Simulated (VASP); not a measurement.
ZnSe: single point with PBEsol

The system is ZnSe.

```
CELL_PARAMETERS angstrom
4.10770 0.00000 0.00000
0.00000 4.10770 0.00000
0.00000 0.00000 6.07035
ATOMIC_POSITIONS crystal
Zn 0.00000 0.00000 0.00000
Zn 0.50000 0.50000 0.00000
Se 0.00000 0.50000 0.24628
Se 0.50000 0.00000 0.75372
```

| Property | Result |
| --- | --- |
| Program | VASP 6.6.1 |
| Task | single point |
| Functional | PBEsol |
| Potentials or basis | VASP PAW PBE potentials, release 64 (Zn, Se) |
| Cutoff | 500 eV |
| k mesh | 6 × 6 × 4 |
| Occupations | gaussian, width 0.01 eV |
| Spin | no spin polarisation |
| Dipole correction | no |
| Further INCAR settings | ALGO = Normal; EDIFF = 1e-06; NBANDS = 26 |

| Item | Value |
| --- | --- |
| Pressure | -2.6 GPa |
| Largest force | 0.353 eV/Å |
| Band gap on the k mesh | 1.85 eV |

Forces in eV/Å, atoms in the order of the input:
```
Zn   0.000  0.000  0.000
Zn   0.000  0.000  0.000
Se   0.000  0.000 -0.353
Se   0.000  0.000  0.353
```

Stress tensor (GPa, compression positive):
```
-2.79  0.00  0.00
 0.00 -2.79  0.00
 0.00  0.00 -2.15
```

Levels at points of the mesh, in eV from the valence-band top:
| k point | band 15 | band 16 | band 17 | band 18 | band 19 | band 20 | band 21 | band 22 |
| --- | --- | --- | --- | --- | --- | --- | --- | --- |
| (0.00, 0.00, 0.00) | -2.14 | -0.01 | 0.00 | 0.00 | 1.85 | 1.88 | 2.93 | 5.71 |
| (0.50, 0.00, 0.00) | -1.52 | -1.52 | -0.77 | -0.77 | 3.42 | 3.42 | 5.86 | 5.86 |
| (0.50, 0.50, 0.00) | -2.18 | -2.18 | -2.03 | -2.03 | 3.35 | 3.35 | 3.55 | 3.55 |
| (0.00, 0.00, 0.50) | -2.00 | -1.14 | -0.27 | -0.27 | 1.98 | 3.28 | 3.61 | 5.17 |
| (0.50, 0.00, 0.50) | -0.75 | -0.75 | -0.75 | -0.75 | 2.58 | 2.58 | 5.78 | 5.78 |
| (0.50, 0.50, 0.50) | -2.45 | -2.45 | -2.38 | -2.38 | 4.56 | 4.56 | 4.81 | 4.81 |

Wall time 28 s on 1 thread of Intel(R) Xeon(R) 6975P-C (Granite Rapids), with other jobs on the host, peak memory 0.22 GiB.

Caveat: the PAW data sets were made with another functional, which shifts forces and pressure a little. A k mesh can miss the band edges.
